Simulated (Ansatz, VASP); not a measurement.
## Two plane-wave programs on Mo4C3

Contents of INCAR:

```
  ALGO = Normal
  EDIFF = 1E-6
  ENCUT = 520
  GGA = PE
  ISIF = 2
  ISMEAR = 0
  ISPIN = 2
  LASPH = True
  LCHARG = True
  LELF = True
  LMAXMIX = 4
  LORBIT = 11
  LREAL = False
  LVHAR = True
  LWAVE = False
  MAGMOM = 1 1 1 1 0 0 0
  NBANDS = 47
  NELM = 150
  PREC = Accurate
  SIGMA = 0.1
```

KPOINTS

```
k-points
0
Gamma
  4 4 4
```

Contents of POSCAR:

```
Mo4C3
1.0
    0.0000000000      4.3951286673      4.3951286673
    4.3951286673      0.0000000000      4.3951286673
    4.3951286673      4.3951286673      0.0000000000
Mo C
4 3
Direct
    0.1259356547      0.6221930358      0.1259356547
    0.1259356547      0.1259356547      0.1259356547
    0.6221930358      0.1259356547      0.1259356547
    0.1259356547      0.1259356547      0.6221930358
    0.2500000000      0.2500000000      0.2500000000
    0.5000000000      0.5000000000      0.5000000000
    0.0000000000      0.0000000000      0.0000000000
```

Input for Ansatz:

```yaml
crystal:
  lattice:
    - [0.0, 4.3951286673, 4.3951286673]
    - [4.3951286673, 0.0, 4.3951286673]
    - [4.3951286673, 4.3951286673, 0.0]
  atoms:
    - { symbol: Mo, position: [0.1259356547, 0.6221930358, 0.1259356547], spin: 1.0 }
    - { symbol: Mo, position: [0.1259356547, 0.1259356547, 0.1259356547], spin: 1.0 }
    - { symbol: Mo, position: [0.6221930358, 0.1259356547, 0.1259356547], spin: 1.0 }
    - { symbol: Mo, position: [0.1259356547, 0.1259356547, 0.6221930358], spin: 1.0 }
    - { symbol: C, position: [0.25, 0.25, 0.25] }
    - { symbol: C, position: [0.5, 0.5, 0.5] }
    - { symbol: C, position: [0.0, 0.0, 0.0] }
basis:
  ecutwfc: 420
kpoints:
  mp_grid: { grid: [4, 4, 4] }
hamiltonian:
  xc: pbe
scf:
  occupations: { method: gaussian, width: 0.1 }
  lower_state_search: "off"
output:
  forces: true
  stress: true
  eigenvalues: true
  populations: true
magnetization:
  spin_polarized: true
```

Alike in both runs: task single point; functional PBE; k mesh 4 × 4 × 4; occupations gaussian, width 0.1 eV; collinear spin.

```csv
,VASP,Ansatz
version,VASP 6.6.1,Ansatz 0.2.0
potentials or method,"VASP PAW PBE potentials, release 64 (Mo_sv, C), cutoff 520 eV","scalar-relativistic, plane waves, PAW"
valence electrons in the cell,68,68
```

```tsv
	VASP	Ansatz	Ansatz less VASP
gap on the k mesh at the Fermi level (eV)	none	none	-
pressure (GPa)	0.2	0.2	-0.06
net moment per atom (μB)	0.00	0.00	0.000
```

A gap of «none» marks a metal or a gap that the smearing closes. Ansatz's warnings: seeded moment not kept.
